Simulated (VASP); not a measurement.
**CdTe: single point with PBE**

Crystal: CdTe.

```
Cd Te
1.0
     0.00000    3.06656    3.06656
     3.06656    0.00000    3.06656
     3.06656    3.06656    0.00000
Cd Te
1 1
Direct
  0.00000 0.00000 0.00000
  0.50000 0.50000 0.50000
```

| Item | Value |
| --- | --- |
| Program | VASP 6.6.1 |
| Task | single point |
| Functional | PBE |
| Potentials or basis | VASP PAW PBE potentials, release 64 (Cd, Te) |
| Cutoff | 520 eV |
| k mesh | 10 × 10 × 10 |
| Occupations | fermi-dirac, width 0.03 eV |
| Spin | no spin polarisation |

| Property | Result |
| --- | --- |
| Pressure | 0.0 GPa |
| Band gap on the k mesh | zero (band 9 reaches 3.87 eV, above the bottom of band 10 at 2.53 eV) |

Levels at points of the mesh, in eV from the Fermi level:
| k point | band 5 | band 6 | band 7 | band 8 | band 9 | band 10 | band 11 | band 12 | band 13 | band 14 |
| --- | --- | --- | --- | --- | --- | --- | --- | --- | --- | --- |
| (0.00, 0.00, 0.00) | -8.26 | -8.26 | -0.45 | -0.45 | -0.45 | 0.25 | 7.09 | 7.09 | 7.09 | 7.67 |
| (0.50, 0.00, 0.00) | -8.18 | -8.18 | -5.08 | -0.04 | -0.04 | 2.73 | 3.99 | 3.99 | 4.66 | 10.10 |
| (0.50, 0.50, 0.00) | -8.14 | -7.51 | -4.01 | -2.02 | -2.02 | -1.28 | 4.28 | 9.07 | 9.07 | 9.71 |

Run time: 60 s on 1 thread of AMD EPYC 7R13 Processor (Zen 3), on a shared host, peak memory 0.17 GiB.

Caveat: spin-orbit coupling is left out, which moves the levels of the heavy elements.
